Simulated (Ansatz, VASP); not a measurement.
## LaZn: VASP beside Ansatz

INCAR

```
SYSTEM = LaZn
PREC = Accurate
ENCUT = 520
EDIFF = 1E-8
ISMEAR = -1
SIGMA = 0.05
LREAL = .False.
LASPH = .True.
NELM = 80
ALGO = Normal
ISIF = 2
LWAVE = .False.
LCHARG = .False.
LEFG = .True.
NBANDS = 18
```

Contents of KPOINTS:

```
Automatic mesh
0
Gamma
  9 9 9
  0 0 0
```

File POSCAR:

```
LaZn
1.0
    3.6993181115      0.0000000000      0.0000000000
    0.0000000000      3.6993181115      0.0000000000
    0.0000000000      0.0000000000      3.6993181115
La Zn
1 1
Direct
    0.5000000000      0.5000000000      0.5000000000
    0.0000000000      0.0000000000      0.0000000000
```

Input for Ansatz:

```yaml
crystal:
  lattice:
    - [3.6993181115, 0.0, 0.0]
    - [0.0, 3.6993181115, 0.0]
    - [0.0, 0.0, 3.6993181115]
  atoms:
    - { symbol: La, position: [0.5, 0.5, 0.5] }
    - { symbol: Zn, position: [0.0, 0.0, 0.0] }
kpoints:
  mp_grid: { grid: [9, 9, 9] }
scf:
  occupations: { method: fermi_dirac, width: 0.05 }
hamiltonian:
  xc: lda
  pseudopotentials: { kind: paw }
output:
  forces: true
  stress: true
  eigenvalues: true
  efg: { contact_densities: true }
```

Change from the starting cell: volume scaled by 0.96, PAW files.

Alike in both runs: task electric field gradients; functional LDA; k mesh 9 × 9 × 9; occupations fermi-dirac, width 0.05 eV; no spin polarisation.

|  | VASP | Ansatz |
| --- | --- | --- |
| version | VASP 6.6.1 | Ansatz 0.2.0 |
| potentials or method | VASP PAW LDA potentials, release 64 (La, Zn) | PAW with Ansatz's default frozen-core files, scalar-relativistic |
| plane-wave cutoff (eV) | 520 | 420 |
| valence electrons in the cell | 23 | 23 |

|  | VASP | Ansatz | Ansatz less VASP |
| --- | --- | --- | --- |
| pressure (GPa) | -2.2 | -2.2 | -0.06 |

LDA's correlation is that of Perdew and Zunger in VASP and of Perdew and Wang (1992) in Ansatz.

Neither program's run includes spin-orbit coupling.
